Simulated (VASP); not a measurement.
Write the native input for VASP 6.6.1 that does the following.

```
Task                   : relaxation of cell and atoms
Functional             : PBE
Potentials or basis    : VASP PAW PBE potentials, release 64 (In_d, As)
Cutoff                 : 600 eV
k mesh                 : 12 × 12 × 12
Occupations            : fermi-dirac, width 0.15 eV
Spin                   : no spin polarisation
Target pressure        : 9 GPa
Dipole correction      : no
Further INCAR settings : ALGO = Normal; EDIFF = 1e-06; IBRION = 2; EDIFFG = -0.001; NSW = 80; ISIF = 3
```

The structure of InAs lies in POSCAR:

```
InAs
1.0
    0.0000000000      3.0937808095      3.0937808095
    3.0937808095      0.0000000000      3.0937808095
    3.0937808095      3.0937808095      0.0000000000
In As
1 1
Direct
    0.0000000000      0.0000000000      0.0000000000
    0.7500000000      0.7500000000      0.7500000000
```

One way to write it, as run:

INCAR

```
PREC     = Accurate       # precision mode
ENCUT    = 600            # plane-wave cutoff, eV
EDIFF    = 1E-6           # SCF threshold, eV
ISMEAR   = -1             # smearing method
SIGMA    = 0.15           # smearing width, eV
LREAL    = F              # projectors in reciprocal space
LASPH    = T              # aspherical terms in the spheres
NELM     = 60             # most SCF steps
ALGO     = Normal         # electronic algorithm
ISIF     = 3              # what is computed and relaxed
LWAVE    = F              # write WAVECAR
LCHARG   = F              # write CHGCAR
GGA      = PE             # functional
IBRION   = 2              # ionic algorithm
NSW      = 80             # ionic steps
EDIFFG   = -0.001         # ionic threshold
PSTRESS  = 90.0
```

KPOINTS

```
regular mesh
0
Gamma
  12 12 12
```

Potentials or basis: VASP PAW PBE potentials, release 64 (In_d, As).

Command:

```bash
$ cat potpaw_PBE.64/In_d/POTCAR potpaw_PBE.64/As/POTCAR > POTCAR
$ mpirun -np 1 vasp_std > vasp.out
```

It gave:

* Relaxed volume: 25.91 Å³/atom
* Relaxed cell: a = 4.184 Å, b = 4.184 Å, c = 4.184 Å, α = 60.00°, β = 60.00°, γ = 60.00°
* Space group after relaxing (to 0.1 Å): F-43m (No. 216)
* Energy change on relaxing (the run minimises the enthalpy): +92.3 meV/atom
* Ionic steps: 6
* Pressure after relaxing: 9.0 GPa
* Band gap on the k mesh: 0.14 eV

Caveat: the cell is relaxed towards a set pressure, so the run minimises the enthalpy, not the energy; the smearing spreads over this small gap; semilocal functionals underestimate gaps, and a narrow one can read as zero; spin-orbit coupling is left out, which moves the levels of the heavy elements.

Run time: 5.9 min on 1 thread of Intel Xeon 8259CL, on a shared host, peak memory 0.27 GiB.
